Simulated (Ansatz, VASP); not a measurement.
Two plane-wave programs on Te2Mo

```
Te Mo
1.0
     3.56126    0.00000    0.00000
    -1.78063    3.08414    0.00000
     0.00000    0.00000   17.52380
Te Mo
2 1
Cartesian
  0.0000 2.0561 15.6148
  0.0000 2.0561 1.7890
  0.0000 0.0000 0.0000
```

Alike in both runs: task single point; functional r2SCAN; k mesh 12 × 12 × 2; occupations gaussian, width 0.05 eV; no spin polarisation.

|  | VASP | Ansatz |
| --- | --- | --- |
| version | VASP 6.6.1 | Ansatz 0.2.0 |
| potentials or method | VASP PAW PBE potentials, release 64 (Te, Mo_sv), cutoff 520 eV | scalar-relativistic, plane waves, PAW |
| valence electrons in the cell | 26 | 46 |

```tsv
	VASP	Ansatz	Ansatz less VASP
gap on the k mesh at the Fermi level (eV)	1.19	1.18	-0.002
least direct gap on the mesh (eV)	1.19	1.18	-0.002
rms of the force components (eV/Å)	0.567	0.572	+0.0046
```

VASP's potentials were made for PBE, not for r2SCAN. Atom by atom the forces differ by 0.010 eV/Å (rms over components). VASP's potentials hold 26 valence electrons a cell and Ansatz's 46, so a difference there can come from the potentials and not from the codes.

Spin-orbit coupling is off throughout.
